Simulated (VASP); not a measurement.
# MnO: single point with PBE

The system is MnO.

```xyz
2
Lattice="2.9695 0.0000 0.0000 -1.4847 2.5717 0.0000 0.0000 0.0000 2.8981" Properties=species:S:1:pos:R:3 pbc="T T T"
Mn    0.0000    0.0000    0.0000
O     1.4847    0.8572    1.4490
```

| Property | Result |
| --- | --- |
| Program | VASP 6.6.1 |
| Task | single point |
| Functional | PBE |
| Potentials or basis | VASP PAW PBE potentials, release 64 (Mn_pv, O) |
| Cutoff | 520 eV |
| k mesh | 10 × 10 × 9 |
| Occupations | fermi-dirac, width 0.05 eV |
| Spin | collinear spin, ferromagnetic start |
| Starting moments | [4.0, 0.0] μB |

```
Pressure                                              : -1.1 GPa
Net moment                                            : 4.75 μB per cell
Site moments                                          : Mn +4.28; O +0.20 μB
Valence electrons inside the program's atomic spheres : Mn 11.35; O 4.96
```

Stress tensor (GPa, compression positive):
```
  4.30   0.00   0.00
  0.00   4.30   0.00
  0.00   0.00 -12.00
```

Levels at points of the mesh, in eV from the Fermi level:
Spin up:
| k point | band 9 | band 10 | band 11 | band 12 | band 13 | band 14 | band 15 | band 16 |
| --- | --- | --- | --- | --- | --- | --- | --- | --- |
| (0.00, 0.00, 0.00) | -1.93 | -1.93 | -0.92 | -0.92 | -0.47 | 13.21 | 14.81 | 14.81 |
| (0.50, 0.00, 0.00) | -2.09 | -1.69 | -1.62 | -0.23 | 4.13 | 7.40 | 13.40 | 14.95 |
Spin down:
| k point | band 3 | band 4 | band 5 | band 6 | band 7 | band 8 | band 9 | band 10 | band 11 | band 12 |
| --- | --- | --- | --- | --- | --- | --- | --- | --- | --- | --- |
| (0.00, 0.00, 0.00) | -45.57 | -19.30 | -3.24 | -3.24 | -3.20 | -0.74 | 1.33 | 2.23 | 2.23 | 2.36 |
| (0.50, 0.00, 0.00) | -45.55 | -18.38 | -6.63 | -3.63 | -3.28 | -0.29 | 2.12 | 2.26 | 2.61 | 3.04 |

Wall time 28 s on 1 thread of Intel(R) Xeon(R) Platinum 8488C (Sapphire Rapids), with other jobs on the host, peak memory 0.17 GiB.

Caveat: a cell with one magnetic atom can't hold antiferromagnetic order, which such compounds often take; semilocal functionals often make such compounds metallic where correlation or magnetic order opens a gap, which also shifts bond lengths. With open d or f shells a metallic result of PBE can be an artefact of self-interaction; +U or a hybrid may open a gap.
